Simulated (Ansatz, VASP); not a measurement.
Two plane-wave programs on W

```
W
1.0
     0.00000    2.11120    2.19240
     2.11120    0.00000    2.19240
     2.11120    2.11120    0.00000
W
1
Direct
  0.00000 0.00000 0.00000
```

Change from the starting cell: strain +0.040 along x and y, +0.080 along z, atoms carried along.

Alike in both runs: task single point; functional PBEsol; k mesh 20 × 20 × 20; occupations gaussian, width 0.15 eV; no spin polarisation.

|  | VASP | Ansatz |
| --- | --- | --- |
| version | VASP 6.6.1 | Ansatz 0.2.0 |
| potentials or method | VASP PAW PBE potentials, release 64 (W_sv), cutoff 520 eV | scalar-relativistic, plane waves, PAW |
| valence electrons in the cell | 14 | 14 |

```tsv
	VASP	Ansatz	Ansatz less VASP
gap on the k mesh at the Fermi level (eV)	none	none	-
pressure (GPa)	-40.0	-40.0	-0.05
traceless stress, the component that is largest in VASP (GPa)	4.69	4.69	-0.006
```

VASP's potentials were made for PBE, not for PBEsol. A gap of «none» marks a metal or a gap that the smearing closes. Both programs put the cell under strong tension, so it lies far from rest at this level.

Spin-orbit coupling is off throughout. Noted on VASP's run: the cell as given lies far from equilibrium.
